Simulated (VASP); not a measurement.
Here is a VASP 6.6.1 calculation.

The input INCAR:

```
ALGO = Normal
EDIFF = 1E-7
ENCUT = 520
GGA = CA
ISIF = 2
ISMEAR = 0
LASPH = True
LCHARG = False
LREAL = False
LWAVE = False
NBANDS = 19
NELM = 80
PREC = Accurate
SIGMA = 0.1
```

Contents of KPOINTS:

```
k-points
0
Gamma
  6 6 4
```

POSCAR

```
KRh
1.0
    3.5007390300      0.0000000000      0.0000000000
   -1.7503695200      3.0317289300      0.0000000000
    0.0000000000      0.0000000000      5.8078480500
K Rh
1 1
Direct
    0.3397000000      0.6685000000      0.0738460000
    0.6689570000      0.3263590000      0.8091830000
```

Potentials or basis: VASP PAW LDA potentials, release 64 (K_sv, Rh_pv).

The run is started by

```console
$ cat potpaw_LDA.64/K_sv/POTCAR potpaw_LDA.64/Rh_pv/POTCAR > POTCAR
$ mpirun -np 1 vasp_std > vasp.out
```

(1) Estimate the largest force.

(2) Predict the band gap on the k mesh.

(3) Predict the pressure.

Answers

(1) 1.849 eV/Å.

(2) zero (bands 12 and 13 overlap by 0.49 eV).

(3) 0.7 GPa.

Caveat: forces of over 1 eV/Å act on the atoms, so gaps and moduli don't describe the material at rest.
